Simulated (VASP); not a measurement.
Input of a VASP 6.6.1 run:

Contents of INCAR:

```
SYSTEM = TiTe2
ALGO     = Normal         ! electronic algorithm
EDIFF    = 1E-6           ! SCF threshold, eV
EDIFFG   = -0.02          ! ionic threshold
ENCUT    = 600            ! plane-wave cutoff, eV
GGA      = PE             ! functional
IBRION   = 2              ! ionic algorithm
ISIF     = 4              ! what is computed and relaxed
ISMEAR   = 0              ! smearing method
IVDW     = 12             ! dispersion correction
LASPH    = .True.         ! aspherical terms in the spheres
LCHARG   = .False.        ! write CHGCAR
LREAL    = .False.        ! projectors in reciprocal space
LWAVE    = .False.        ! write WAVECAR
NELM     = 80             ! most SCF steps
NSW      = 60             ! ionic steps
PREC     = Accurate       ! precision mode
SIGMA    = 0.05           ! smearing width, eV
```

Contents of KPOINTS:

```
k-points
0
Gamma
  8 8 4
  0 0 0
```

POSCAR

```
TiTe2
1.0
    3.7623956869      0.0000000000      0.0000000000
   -1.8811978435      3.2583302440      0.0000000000
    0.0000000000      0.0000000000      6.5485409933
Ti Te
1 2
Direct
    0.0000000000      0.0000000000      0.0000000000
    0.3333333333      0.6666666667      0.2622674887
    0.6666666667      0.3333333333      0.7377325113
```

Potentials or basis: VASP PAW PBE potentials, release 64 (Ti_sv, Te).

Launch:

```console
$ cat potpaw_PBE.64/Ti_sv/POTCAR potpaw_PBE.64/Te/POTCAR > POTCAR
$ mpirun -np 1 vasp_std > vasp.out
```

(1) What does it give for the band gap on the k mesh?

(2) Estimate the dispersion energy per atom.

Results:

(1) zero (bands 12 and 13 overlap by 0.69 eV).

(2) -0.492 eV.

Caveat: the relaxation stopped at its first step, so nothing moved; spin-orbit coupling is left out, which moves the levels of the heavy elements.
